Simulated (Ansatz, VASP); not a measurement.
# Two plane-wave programs on MgTe4

```
Mg Te
1.0
     3.30772    1.90971    4.42896
    -3.30772    1.90971    4.42896
     0.00000   -3.81943    4.42896
Mg Te
1 4
Direct
  0.50000 0.50000 0.50000
  0.50000 0.50000 0.00000
  0.00000 0.50000 0.50000
  0.50000 0.00000 0.50000
  0.00000 0.00000 0.00000
```

Alike in both runs: functional PBE; k mesh 6 × 6 × 6; occupations gaussian, width 0.1 eV; no spin polarisation.

Ansatz relaxed the structure, and its values are those at the end. VASP's run is a single point on that final structure, the one shown.

```csv
,VASP,Ansatz
version,VASP 6.6.1,Ansatz 0.2.0
potentials or method,"VASP PAW PBE potentials, release 64 (Mg, Te), cutoff 520 eV","scalar-relativistic, plane waves, PAW"
valence electrons in the cell,26,74
```

```tsv
	VASP	Ansatz	Ansatz less VASP
gap on the k mesh at the Fermi level (eV)	none	none	-
pressure (GPa)	-0.1	0.0	+0.06
```

A gap of «none» marks a metal or a gap that the smearing closes. VASP's potentials hold 26 valence electrons a cell and Ansatz's 74, so a difference there can come from the potentials and not from the codes.

Spin-orbit coupling is off throughout.
